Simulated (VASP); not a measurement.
Wanted: the native input for a VASP 6.6.1 run.

| Quantity | Value |
| --- | --- |
| Task | single point |
| Functional | PBE |
| Dispersion | D3(BJ) |
| Potentials or basis | VASP PAW PBE potentials, release 64 (C) |
| Cutoff | 520 eV |
| k mesh | 8 × 12 × 8 |
| Occupations | gaussian, width 0.02 eV |
| Spin | no spin polarisation |
| Dipole correction | no |
| Further INCAR settings | ALGO = Normal; EDIFF = 1e-06; NBANDS = 16 |

The structure of C lies in POSCAR:

```
C
1.0
    4.5255671921      0.0000000000     -0.0042236183
    0.0000000000      2.6128188279      0.0000000000
   -1.5068369629      0.0000000000      3.4142698524
C
4
Direct
    0.8334173137      0.0000000000      0.0002417647
    0.6665826863      0.5000000000      0.9997582353
    0.3334173137      0.5000000000      0.0002417647
    0.1665826863      0.0000000000      0.9997582353
```

This cell differs from its parent crystal: biaxial strain in the a-b plane: +6.0 %, then relaxed in part.

The input as run:

INCAR

```
SYSTEM = C
  ALGO = Normal
  EDIFF = 1E-6
  ENCUT = 520
  GGA = PE
  ISIF = 2
  ISMEAR = 0
  IVDW = 12
  LASPH = .TRUE.
  LCHARG = .FALSE.
  LREAL = .FALSE.
  LWAVE = .FALSE.
  NBANDS = 16
  NELM = 80
  PREC = Accurate
  SIGMA = 0.02
```

KPOINTS

```
k-points
0
G
  8 12 8
  0 0 0
```

Potentials or basis: VASP PAW PBE potentials, release 64 (C).

The run is started by

```bash
$ cat potpaw_PBE.64/C/POTCAR > POTCAR
$ mpirun -np 1 vasp_std > vasp.out
```

It gave:

| Property | Result |
| --- | --- |
| Pressure | -37.3 GPa |
| Band gap on the k mesh | 0.64 eV |
| Dispersion energy per atom | -0.143 eV |

Caveat: the cell differs from its parent crystal (biaxial strain in the a-b plane: +6.0 %, then relaxed in part).

Run time: 42 s on 1 thread of Intel(R) Xeon(R) 6975P-C (Granite Rapids) (shared host), peak memory 0.23 GiB.
